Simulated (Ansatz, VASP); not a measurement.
**Two plane-wave programs on Sc**

The input POSCAR:

```
Sc
1.0
    0.0000000000      2.3265189858      2.3265189858
    2.3265189858      0.0000000000      2.3265189858
    2.3265189858      2.3265189858      0.0000000000
Sc
1
Direct
    0.0000000000      0.0000000000      0.0000000000
```

File INCAR.step1:

```
ALGO = Normal
EDIFF = 1E-4
ENCUT = 520
GGA = PE
ISMEAR = -1
LASPH = True
LCHARG = False
LREAL = False
LWAVE = True
NBANDS = 12
NELM = 60
PREC = Accurate
SIGMA = 0.1
```

The input INCAR.step2:

```
ALGO = Normal
EDIFF = 1E-7
ENCUT = 520
ISIF = 2
ISMEAR = -1
ISTART = 1
LASPH = True
LCHARG = True
LELF = True
LMIXTAU = True
LREAL = False
LVHAR = True
LWAVE = False
METAGGA = R2SCAN
NBANDS = 12
NELM = 60
PREC = Accurate
SIGMA = 0.1
```

File KPOINTS:

```
k-points
0
Gamma
  13 13 13
```

Input for Ansatz:

```yaml
crystal:
  lattice:
    - [0.0, 2.3265189858, 2.3265189858]
    - [2.3265189858, 0.0, 2.3265189858]
    - [2.3265189858, 2.3265189858, 0.0]
  atoms:
    - { symbol: Sc, position: [0.0, 0.0, 0.0] }
hamiltonian:
  xc: r2scan
  pseudopotentials:
    kind: paw
    azcp:
      Sc: "pseudopotentials/Sc.paw.azcp"
basis:
  ecutwfc: 500
  fft_grid_basis: typed
kpoints:
  mp_grid: { grid: [13, 13, 13], shift: [0, 0, 0] }
magnetization:
  spin_polarized: false
scf:
  occupations: { method: fermi_dirac, width: 0.1 }
  lower_state_search: "off"
output:
  stress: true
```

Alike in both runs: task single point; functional r2SCAN; k mesh 13 × 13 × 13; occupations fermi-dirac, width 0.1 eV; no spin polarisation.

|  | VASP | Ansatz |
| --- | --- | --- |
| version | VASP 6.6.1 | Ansatz 0.2.0 |
| potentials or method | VASP PAW PBE potentials, release 64 (Sc_sv), cutoff 520 eV | plane waves (500 eV) with PAW, scalar-relativistic |
| valence electrons in the cell | 11 | 11 |

```csv
,VASP,Ansatz,Ansatz less VASP
pressure (GPa),0.1,0.0,-0.18
```

VASP's potentials were made for PBE, not for r2SCAN.
